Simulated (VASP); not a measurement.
## Ta: single point with PBEsol

Crystal: Ta.

```
Ta
1.0
     2.90037    0.00000    0.00000
    -1.45019    2.51180    0.00000
     0.00000    0.00000    5.16627
Ta
2
Direct
  0.66667 0.33333 0.75000
  0.33333 0.66667 0.25000
```

```yaml
Program: VASP 6.6.1
Task: single point
Functional: PBEsol
Potentials_or_basis: VASP PAW PBE potentials, release 64 (Ta_pv)
Cutoff: 520 eV
k_mesh: 6 × 6 × 3
Occupations: fermi-dirac, width 0.1 eV
Spin: no spin polarisation
Dipole_correction: no
Further_INCAR_settings: ALGO = Normal; EDIFF = 1e-06; NBANDS = 18
```

```yaml
Pressure: -7.5 GPa
Band_gap_on_the_k_mesh: zero (band 11 reaches 6.11 eV, above the bottom of band 12 at 4.80 eV)
```

Stress tensor (GPa, compression positive):
```
-7.75  0.00  0.00
 0.00 -7.75  0.00
 0.00  0.00 -7.05
```

Levels at points of the mesh, in eV from the Fermi level:
```tsv
k point	band 9	band 10	band 11	band 12	band 13	band 14
(0.00, 0.00, 0.00)	-0.57	-0.11	0.57	0.57	1.13	1.13
(0.50, 0.00, 0.00)	-3.33	-0.46	-0.38	0.48	0.84	5.50
```

It took 12 s on 1 thread of AMD EPYC 7R43 64-Core Processor (Zen 3), with other jobs on the host, peak memory 0.12 GiB.

Caveat: the k points lie up to 0.42 Å⁻¹ apart; the PAW data sets were made with another functional, which shifts forces and pressure a little; spin-orbit coupling is left out, which moves the levels of the heavy elements.
